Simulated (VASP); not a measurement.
# BAs (I-4m2) in VASP: notebook

The runs below take BAs through single point, with LDA.

Program: VASP 6.6.1. These are calculated values, not measurements. Logs are shortened: lines on timing, memory, paths and dates and some standing lists are left out, and cuts for length are marked.

### 1 The cell of the first run

Symmetry: I-4m2, No. 119, tetragonal system. The conventional cell has a = 3.108 Å, b = 3.108 Å, c = 4.586 Å, α = 90.00°, β = 90.00°, γ = 90.00°. B (site symmetry -4m2) has 4 As at 1.93 Å within 2.6 Å. Within 2.6 Å of As (site symmetry -4m2) lie 4 B at 1.93 Å.

### 2 Single point, LDA (strain -0.080 along x and y, -0.040 along z)

The input, INCAR:

```
PREC = Accurate
ENCUT = 520
EDIFF = 1E-6
ISMEAR = 0
SIGMA = 0.05
LREAL = False
LASPH = True
NELM = 60
ALGO = Normal
ISIF = 2
LWAVE = False
LCHARG = False
GGA = CA
NBANDS = 11
```

The input, KPOINTS:

```
regular mesh
0
Gamma
  10 10 10
```

The input, POSCAR:

```
BAs
1.0
    0.0000000000      2.1974200000      2.2929600000
    2.1974200000      0.0000000000      2.2929600000
    2.1974200000      2.1974200000      0.0000000000
B As
1 1
Direct
    0.0000000000      0.0000000000      0.0000000000
    0.7500000000      0.7500000000      0.7500000000
```

Potentials or basis: VASP PAW LDA potentials, release 64 (B, As).

Command:

```
$ cat potpaw_LDA.64/B/POTCAR potpaw_LDA.64/As/POTCAR > POTCAR
$ mpirun -np 1 vasp_std > vasp.out
```

OUTCAR:

```text
PREC = Accurate
   ENCUT = 520
   EDIFF = 1E-6
   ISMEAR = 0
   LREAL = False
   LASPH = True
   NELM = 60
   ISIF = 2
   GGA = CA

 ion  position               nearest neighbor table
   1  0.000  0.000  0.000-   2 1.93   2 1.93   2 1.93   2 1.93
   2  0.750  0.750  0.750-   1 1.93   1 1.93   1 1.93   1 1.93

  LATTYP: Found a body centered tetragonal cell.
 ALAT       =     3.1076211662
 C/A-ratio  =     1.4757011086

  Lattice vectors:

 A1 = (  -2.1974200000,   0.0000000000,   2.2929600000)
 A2 = (   2.1974200000,   0.0000000000,   2.2929600000)
 A3 = (   0.0000000000,   2.1974200000,  -2.2929600000)

Analysis of symmetry for initial positions (statically):
=====================================================================
 Subroutine PRICEL returns:
 Original cell was already a primitive cell.

 Routine SETGRP: Setting up the symmetry group for a
 body centered tetragonal supercell.

 Subroutine GETGRP returns: Found  8 space group operations
 (whereof  8 operations were pure point group operations)
 out of a pool of 16 trial point group operations.

The static configuration has the point symmetry D_2d.

Analysis of symmetry for dynamics (positions and initial velocities):
=====================================================================
 Subroutine PRICEL returns:
 Original cell was already a primitive cell.

 Routine SETGRP: Setting up the symmetry group for a
 body centered tetragonal supercell.

 Subroutine GETGRP returns: Found  8 space group operations
 (whereof  8 operations were pure point group operations)
 out of a pool of 16 trial point group operations.

The dynamic configuration has the point symmetry D_2d.

 Subroutine INISYM returns: Found  8 space group operations
 (whereof  8 operations are pure point group operations),
 and found     1 'primitive' translations

----------------------------------------------------------------------------------------

                                     Primitive cell

  volume of cell :      22.1438

  direct lattice vectors                    reciprocal lattice vectors
     0.000000000  2.197420000  2.292960000    -0.227539569  0.227539569  0.218058754
     2.197420000  0.000000000  2.292960000     0.227539569 -0.227539569  0.218058754
     2.197420000  2.197420000  0.000000000     0.227539569  0.227539569 -0.218058754

  length of vectors
     3.175896758  3.175896758  3.107621166     0.388713431  0.388713431  0.388713431

  position of ions in fractional coordinates (direct lattice)
     0.000000000  0.000000000  0.000000000
     0.750000000  0.750000000  0.750000000

  ion indices of the primitive-cell ions
   primitive index   ion index
                 1           1
                 2           2

----------------------------------------------------------------------------------------

 KPOINTS: regular mesh

Automatic generation of k-mesh.
 Grid dimensions read from file:
 generate k-points for:   10   10   10

 Generating k-lattice:

  Cartesian coordinates                     Fractional coordinates (reciprocal lattice)
    -0.022753957  0.022753957  0.021805875     0.100000000 -0.000000000  0.000000000
     0.022753957 -0.022753957  0.021805875    -0.000000000  0.100000000  0.000000000
     0.022753957  0.022753957 -0.021805875     0.000000000  0.000000000  0.100000000

  Length of vectors
     0.038871343  0.038871343  0.038871343

  Shift w.r.t. Gamma in fractional coordinates (k-lattice)
     0.000000000  0.000000000  0.000000000

 Subroutine IBZKPT returns following result:
 ===========================================

 Found    102 irreducible k-points:

 Following reciprocal coordinates:
            Coordinates               Weight
  0.000000  0.000000  0.000000      1.000000
  0.100000 -0.000000  0.000000      8.000000
  0.200000 -0.000000  0.000000      8.000000
  0.300000 -0.000000  0.000000      8.000000
  0.400000 -0.000000  0.000000      8.000000
  0.500000 -0.000000  0.000000      4.000000
[... 16 lines left out ...]
  0.300000  0.300000  0.000000      2.000000
  0.400000  0.300000  0.000000      8.000000
 [... further k-points ...]
   k-points           NKPTS =    102   k-points in BZ     NKDIM =    102   number of bands    NBANDS=     11
   number of dos      NEDOS =    301   number of ions     NIONS =      2
   total plane-waves  NPLWV =  13824
   dimension x,y,z NGX =    24 NGY =   24 NGZ =   24
   dimension x,y,z NGXF=    48 NGYF=   48 NGZF=   48
   ions per type =               1   1
   NGX,Y,Z   is equivalent  to a cutoff of  12.56, 12.56, 12.84 a.u.
   NGXF,Y,Z  is equivalent  to a cutoff of  25.13, 25.13, 25.68 a.u.
 SYSTEM =  unknown system
   PREC   = accura    normal or accurate (medium, high low for compatibility)
   ISTART =      0    job   : 0-new  1-cont  2-samecut
   ICHARG =      2    charge: 1-file 2-atom 10-const
   ISPIN  =      1    spin polarized calculation?
   LNONCOLLINEAR =      F non collinear calculations
   LSORBIT =      F    spin-orbit coupling
   LASPH  =      T    aspherical Exc in radial PAW
   ENCUT  =  520.0 eV  38.22 Ry    6.18 a.u.   5.91  5.91  5.78*2*pi/ulx,y,z
   NELM   =     60;   NELMIN=  2; NELMDL= -5     # of ELM steps
   EDIFF  = 0.1E-05   stopping-criterion for ELM
   LREAL  =      F    real-space projection
   EDIFFG = 0.1E-04   stopping-criterion for IOM
   NSW    =      0    number of steps for IOM
   IBRION =     -1    ionic relax: 0-MD 1-quasi-New 2-CG
   NFREE  =      0    steps in history (QN), initial steepest desc. (CG)
   ISIF   =      2    stress and relaxation
   ISYM   =      2    0-nonsym 1-usesym 2-fastsym
   POTIM  = 0.5000    time-step for ionic-motion
   TEBEG  =    0.0;   TEEND  =   0.0 temperature during run
   PSTRESS=    0.0 pullay stress
   NELECT =       8.0000    total number of electrons
   NUPDOWN=      -1.0000    fix difference up-down
   EMIN   =  10.00;   EMAX   =-10.00  energy-range for DOS
   EFERMI =   0.00;   METHOD = LEGACY
   ISMEAR =     0;   SIGMA  =   0.05  broadening in eV -4-tet -1-fermi 0-gaus
   EFERMI_NEDOS =   21; number of points for ismear=-14 and -15
   IALGO  =     38    algorithm
   IMIX   =      4    mixing-type and parameters
     AMIX     =   0.40;   BMIX     =  1.00
     AMIX_MAG =   1.60;   BMIX_MAG =  1.00
  volume/ion in A,a.u.               =      11.07        74.72
  Fermi-wavevector in a.u.,A,eV,Ry     =   1.165970  2.203363 18.496923  1.359485
  Thomas-Fermi vector in A             =   2.302489
   LORBIT       =      0    0 simple, 1 ext, 2 COOP (PROOUT), +10 PAW based schemes
   GGA     = CA    functional components
   LHFCALC =     F    Hartree Fock is set to
   AEXX    =    0.0000 exact exchange contribution
   IVDW    =     0    specifies the selected vdW correction
   LEPSILON=     F    determine dielectric tensor
   LRPA    =     F    only Hartree local field effects (RPA)
 non-spin polarized calculation
 Gauss-broadening in eV      SIGMA  =   0.05
  energy-cutoff  :      520.00
  volume of cell :       22.14
 maximum number of plane-waves:       612
   NGX = 11   NGY = 11   NGZ = 11

 number of electron       8.0000000 magnetization

 Free energy of the ion-electron system (eV)
  ---------------------------------------------------
  ext. energy  EPLUGINS =         0.00000000
  ---------------------------------------------------
  free energy    TOTEN  =       -12.42323718 eV

  energy without entropy =      -12.42323718  energy(sigma->0) =      -12.42323718

 E-fermi :   9.1412     XC(G=0): -11.6730

 val. band max:        8.8769402586   @ k =   0.0000   0.0000   0.0000
 cond. band min:       9.4383931796   @ k =   0.4000   0.0000   0.4000
 fundamental gap:      0.5614529210
 Fermi energy:         9.1411593500

 k-point     1 :       0.0000    0.0000    0.0000
  band No.  band energies     occupation
      1      -8.7181      2.00000
      2       8.3914      2.00000
      3       8.8769      2.00000
      4       8.8769      2.00000
      5      12.1980      0.00000
      6      12.1980      0.00000
      7      12.4674      0.00000
      8      16.1441      0.00000
      9      19.2977      0.00000
     10      21.8763      0.00000
     11      22.7686      0.00000

 k-point     2 :       0.1000   -0.0000    0.0000
  band No.  band energies     occupation
      1      -8.5215      2.00000
      2       7.1339      2.00000
      3       8.1905      2.00000
      4       8.5147      2.00000
      5      12.5687      0.00000
      6      12.7028      0.00000
      7      13.0185      0.00000
      8      16.6189      0.00000
      9      20.1032      0.00000
     10      20.6402      0.00000
     11      21.7663      0.00000

 k-point     3 :       0.2000   -0.0000    0.0000
  band No.  band energies     occupation
      1      -7.9381      2.00000
      2       4.4390      2.00000
      3       7.4275      2.00000
      4       7.8596      2.00000
      5      12.7672      0.00000
      6      13.6006      0.00000
      7      13.7180      0.00000
      8      17.5318      0.00000
      9      19.9839      0.00000
     10      20.7172      0.00000
     11      21.3155      0.00000

 k-point     4 :       0.3000   -0.0000    0.0000
  band No.  band energies     occupation
      1      -6.9958      2.00000
      2       1.7413      2.00000
      3       6.7738      2.00000
      4       7.3048      2.00000
      5      12.6538      0.00000
      6      13.9520      0.00000
      7      14.0686      0.00000
      8      18.0068      0.00000
      9      20.8138      0.00000
     10      21.1031      0.00000
     11      21.7676      0.00000
[... 239 lines left out ...]
 k-point    22 :      -0.2000    0.2000    0.0000
  band No.  band energies     occupation
      1      -6.6257      2.00000
      2       2.4992      2.00000
      3       3.5169      2.00000
      4       7.4903      2.00000
      5      13.6800      0.00000
      6      14.3826      0.00000
      7      15.2339      0.00000
      8      16.8187      0.00000
      9      19.1293      0.00000
     10      22.5905      0.00000
     11      24.9448      0.00000

 k-point    23 :       0.3000    0.3000    0.0000
  band No.  band energies     occupation
      1      -6.5343      2.00000
      2       2.8423      2.00000
      3       5.0642      2.00000
      4       5.0642      2.00000
      5      10.3473      0.00000
      6      12.4624      0.00000
      7      18.4996      0.00000
      8      18.4996      0.00000
      9      21.2274      0.00000
     10      25.6340      0.00000
     11      26.1012      0.00000

 k-point    24 :       0.4000    0.3000    0.0000
  band No.  band energies     occupation
      1      -5.6663      2.00000
      2       1.4418      2.00000
      3       3.9596      2.00000
      4       4.7327      2.00000
      5      10.6739      0.00000
      6      12.3767      0.00000
      7      19.0397      0.00000
      8      19.2223      0.00000
      9      22.1662      0.00000
     10      26.3308      0.00000
     11      27.0456      0.00000

 [... further k-points ...]
[... 5 lines left out ...]
  --------------------------------------------------------------------------------------
  -------------------------------------------------------------------------------------
  Total        5.9988078      5.9988078      4.4854263      0.0000000     -0.0000000      0.0000000
  in kB      434.0331599    434.0331599    324.5351117      0.0000000     -0.0000000      0.0000000
  external PRESSURE =     397.5338105 kB  Pullay stress =       0.0000000 kB

 VOLUME and BASIS-vectors are now :
 -----------------------------------------------------------------------------
  energy-cutoff  :      520.00
  volume of cell :       22.14
      direct lattice vectors                 reciprocal lattice vectors
     0.000000000  2.197420000  2.292960000    -0.227539569  0.227539569  0.218058754
     2.197420000  0.000000000  2.292960000     0.227539569 -0.227539569  0.218058754
     2.197420000  2.197420000  0.000000000     0.227539569  0.227539569 -0.218058754

 POSITION                                       TOTAL-FORCE (eV/Angst)
 -----------------------------------------------------------------------------------
      0.00000      0.00000      0.00000        -0.000000     -0.000000     -0.000000
      3.29613      3.29613      3.43944         0.000000      0.000000      0.000000
 -----------------------------------------------------------------------------------
    total drift:                                0.000000      0.000000     -0.000000

  FREE ENERGIE OF THE ION-ELECTRON SYSTEM (eV)
  ---------------------------------------------------
  free  energy   TOTEN  =       -12.4232371812 eV

  energy  without entropy=      -12.4232371812  energy(sigma->0) =      -12.42323718
```

Run time: 8.3 s. Hardware: 1 thread of Intel Xeon Platinum 8488C (Sapphire Rapids), shared host; peak memory 0.14 GiB.

Results:

* Free energy: -12.4232 eV
* Pressure: 39.8 GPa
* Band gap on the k mesh: 0.56 eV, indirect (least direct gap 3.32 eV)

Caveat: the cell differs from its parent crystal (strain -0.080 along x and y, -0.040 along z).

### 3 Single point, LDA (strain -0.040 along x and y, +0.000 along z)

The input, INCAR:

```
  PREC = Accurate
  ENCUT = 520
  EDIFF = 1E-7
  ISMEAR = 0
  SIGMA = 0.05
  LREAL = False
  LASPH = True
  NELM = 100
  ALGO = Normal
  ISIF = 2
  LWAVE = False
  LCHARG = False
  GGA = CA
  NBANDS = 11
```

The input, KPOINTS:

```
Automatic mesh
0
Gamma
  10 10 10
```

The input, POSCAR:

```
BAs
1.0
    0.0000000000      2.2929600000      2.3885000000
    2.2929600000      0.0000000000      2.3885000000
    2.2929600000      2.2929600000      0.0000000000
B As
1 1
Direct
    0.0000000000      0.0000000000      0.0000000000
    0.7500000000      0.7500000000      0.7500000000
```

Potentials or basis: VASP PAW LDA potentials, release 64 (B, As).

Command:

```
$ cat potpaw_LDA.64/B/POTCAR potpaw_LDA.64/As/POTCAR > POTCAR
$ mpirun -np 1 vasp_std > vasp.out
```

Wall time 17 s (1 thread of Intel Xeon Platinum 8488C (Sapphire Rapids), shared host); peak memory 0.15 GiB.

It converged, with:

- Free energy: -12.8602 eV
- Pressure: 9.9 GPa
- Band gap on the k mesh: 0.72 eV, indirect (least direct gap 3.14 eV)

Stress tensor (GPa, compression positive):
```
13.14  0.00  0.00
 0.00 13.14  0.00
 0.00  0.00  3.50
```

Levels at points of the mesh, in eV from the valence-band top:
| k point | band 1 | band 2 | band 3 | band 4 | band 5 | band 6 | band 7 | band 8 |
| --- | --- | --- | --- | --- | --- | --- | --- | --- |
| (0.00, 0.00, 0.00) | -16.29 | -0.43 | 0.00 | 0.00 | 3.14 | 3.14 | 3.40 | 5.59 |
| (0.50, 0.00, 0.00) | -13.12 | -9.52 | -2.37 | -1.83 | 2.90 | 4.67 | 4.90 | 8.73 |
| (0.50, 0.50, 0.00) | -11.97 | -9.28 | -4.29 | -4.29 | 1.50 | 1.51 | 11.86 | 11.86 |
| (0.50, 0.00, 0.50) | -11.59 | -8.92 | -4.74 | -4.66 | 0.94 | 1.02 | 11.47 | 12.17 |

Caveat: the cell differs from its parent crystal (strain -0.040 along x and y, +0.000 along z).

### 4 Single point, LDA (strain +0.000 along x and y, +0.040 along z)

The input, INCAR:

```
ALGO = Normal ; EDIFF = 1E-6
ENCUT = 520 ; ISIF = 2
ISMEAR = 0 ; LASPH = True
LCHARG = False ; LREAL = False
LWAVE = False ; NBANDS = 11
NELM = 100 ; PREC = Accurate
SIGMA = 0.05
```

The input, KPOINTS:

```
k-points
0
Gamma
  10 10 10
```

The input, POSCAR:

```
BAs
1.0
    0.0000000000      2.3885000000      2.4840400000
    2.3885000000      0.0000000000      2.4840400000
    2.3885000000      2.3885000000      0.0000000000
B As
1 1
Direct
    0.0000000000      0.0000000000      0.0000000000
    0.7500000000      0.7500000000      0.7500000000
```

Command:

```
$ cat potpaw_LDA.64/B/POTCAR potpaw_LDA.64/As/POTCAR > POTCAR
$ mpirun -np 1 vasp_std > vasp.out
```

Wall time 28 s (1 thread of Intel Xeon Platinum 8259CL at 2.50GHz (Skylake/Cascade Lake), shared host); peak memory 0.16 GiB.

The run converged. Its results:

- Free energy: -12.8642 eV
- Pressure: -7.9 GPa
- Band gap on the k mesh: 0.87 eV, indirect (least direct gap 3.00 eV)

Stress tensor (GPa, compression positive):
```
 -5.19   0.00   0.00
  0.00  -5.19   0.00
  0.00   0.00 -13.47
```

Levels at points of the mesh, in eV from the valence-band top:
```
           k point  band 1  band 2  band 3  band 4  band 5  band 6  band 7  band 8
(0.00, 0.00, 0.00)  -15.16   -0.39    0.00    0.00    3.00    3.00    3.24    4.05
(0.50, 0.00, 0.00)  -12.44   -8.60   -2.11   -1.65    2.25    4.51    4.72    8.49
(0.50, 0.50, 0.00)  -11.42   -8.54   -3.80   -3.80    1.56    1.62   10.69   10.69
(0.50, 0.00, 0.50)  -11.12   -8.24   -4.19   -4.12    1.09    1.19   10.43   10.95
```

Caveat: the cell differs from its parent crystal (strain +0.000 along x and y, +0.040 along z). A k mesh can miss the band edges.

### 5 The runs side by side

| cell | gap on the mesh (eV) | pressure (GPa) |
| --- | --- | --- |
| a = 3.176, b = 3.176, c = 3.108 Å, angles 60.7, 60.7, 58.6°, 2 atoms | 0.56 | 39.8 |
| a = 3.311, b = 3.311, c = 3.243 Å, angles 60.7, 60.7, 58.6°, 2 atoms | 0.72 | 9.9 |
| a = 3.446, b = 3.446, c = 3.378 Å, angles 60.7, 60.7, 58.7°, 2 atoms | 0.87 | -7.9 |

Alike in all rows: task single point; level LDA; potentials or basis VASP PAW LDA potentials, release 64 (B, As); no spin polarisation; k mesh 10 × 10 × 10; cutoff (eV) 520; smearing gaussian 0.05 eV.

Absolute energies hang on the potentials; compare differences alone.
